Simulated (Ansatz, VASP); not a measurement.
## One calculation of PbS, two programs

Contents of INCAR:

```
SYSTEM = PbS
ALGO = Normal
EDIFF = 1E-6
EDIFFG = -0.005
ENCUT = 600
GGA = PE
IBRION = 2
ISIF = 3
ISMEAR = -1
LASPH = .True.
LCHARG = .False.
LREAL = .False.
LWAVE = .False.
NELM = 60
NSW = 100
PREC = Accurate
SIGMA = 0.08
```

Contents of KPOINTS:

```
k-points
0
Gamma
  11 11 11
  0 0 0
```

The input POSCAR:

```
PbS
1.0
    3.3209475967      0.0000000000      0.0000000000
    0.0000000000      3.3209475967      0.0000000000
    0.0000000000      0.0000000000      3.3209475967
Pb S
1 1
Direct
    0.0000000000      0.0000000000      0.0000000000
    0.5000000000      0.5000000000      0.5000000000
```

Input for Ansatz:

```yaml
crystal:
  lattice:
    - [3.3209475967, 0.0, 0.0]
    - [0.0, 3.3209475967, 0.0]
    - [0.0, 0.0, 3.3209475967]
  atoms:
    - { symbol: Pb, position: [0.0, 0.0, 0.0] }
    - { symbol: S, position: [0.5, 0.5, 0.5] }
kpoints:
  mp_grid: { grid: [11, 11, 11] }
scf:
  occupations: { method: fermi_dirac, width: 0.08 }
hamiltonian:
  xc: pbe
  pseudopotentials: { kind: paw }
output:
  forces: true
  stress: true
relax:
  f_tol: 0.005
  max_steps: 80
  cell: {}
```

Alike in both runs: task relaxation of cell and atoms; functional PBE; k mesh 11 × 11 × 11; occupations fermi-dirac, width 0.08 eV; no spin polarisation.

|  | VASP | Ansatz |
| --- | --- | --- |
| version | VASP 6.6.1 | Ansatz 0.2.0 |
| potentials or method | VASP PAW PBE potentials, release 64 (Pb_d, S) | PAW with Ansatz's default frozen-core files, scalar-relativistic |
| plane-wave cutoff (eV) | 600 | 420 |
| valence electrons in the cell | 20 | 20 |

```tsv
	VASP	Ansatz	Ansatz less VASP
relaxed volume (Å³/atom)	24.34	24.37	+0.030
relaxed cell length with the largest relative difference (Å)	3.651	3.653	+0.0015
```

Spin-orbit coupling is off throughout. Noted on VASP's run: the volume moved by over 15 % at a fixed basis, so the end points are rough.
